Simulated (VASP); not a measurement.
Here is a VASP 6.6.1 calculation.

The input INCAR:

```
SYSTEM = GeS
ALGO = Normal
EDIFF = 1E-7
EDIFFG = -0.01
ENCUT = 500
GGA = PE
GGA_COMPAT = .False.
IBRION = 2
ISIF = 3
ISMEAR = 0
LASPH = .True.
LCHARG = .False.
LREAL = .False.
LWAVE = .False.
NELM = 120
NELMIN = 4
NSW = 100
PREC = Accurate
SIGMA = 0.01
```

The input KPOINTS:

```
k-points
0
Gamma
  2 5 4
  0 0 0
```

File POSCAR:

```
GeS
1.0
   10.4810000000      0.0000000000      0.0000000000
    0.0000000000      3.6460000000      0.0000000000
    0.0000000000      0.0000000000      4.2990000000
Ge S
4 4
Direct
    0.1221000000      0.2500000000      0.1277000000
    0.3779000000      0.7500000000      0.6277000000
    0.6221000000      0.2500000000      0.3723000000
    0.8779000000      0.7500000000      0.8723000000
    0.8495000000      0.2500000000      0.5023000000
    0.6505000000      0.7500000000      0.0023000000
    0.3495000000      0.2500000000      0.9977000000
    0.1505000000      0.7500000000      0.4977000000
```

Potentials or basis: VASP PAW PBE potentials, release 64 (Ge_d, S).

Run with:

```console
$ cat potpaw_PBE.64/Ge_d/POTCAR potpaw_PBE.64/S/POTCAR > POTCAR
$ mpirun -np 1 vasp_std > vasp.out
```

What does it give for the relaxed cell?

a = 10.795 Å, b = 3.688 Å, c = 4.389 Å, α = 90.00°, β = 90.00°, γ = 90.00°.

What does it give for the relaxed volume?

21.84 Å³/atom.

The path:
| step | energy change (eV) | largest force (eV/Å) | pressure (GPa) | volume (Å³) |
| --- | --- | --- | --- | --- |
| 1 | 0.0000 | 0.1353 | 2.36 | 164.28 |
| 2 | -0.0347 | 0.2345 | -0.67 | 171.56 |
| 3 | -0.0402 | 0.1405 | 0.10 | 169.54 |
| 4 | -0.0449 | 0.1107 | 0.09 | 170.19 |
| 5 | -0.0510 | 0.0470 | 0.06 | 171.87 |
| 6 | -0.0513 | 0.0408 | 0.05 | 172.32 |
| 7 | -0.0546 | 0.0397 | -0.02 | 173.07 |
| 8 | -0.0582 | 0.0409 | -0.14 | 174.86 |
| 9 | -0.0579 | 0.0412 | 0.29 | 174.19 |
| 10 | -0.0588 | 0.0150 | 0.05 | 174.55 |
| 11 | -0.0589 | 0.0133 | -0.02 | 174.81 |
| 12 | -0.0589 | 0.0095 | 0.01 | 174.75 |

PBE usually gives volumes a little too large and moduli too small. Zero-point motion and thermal expansion aren't in these numbers.
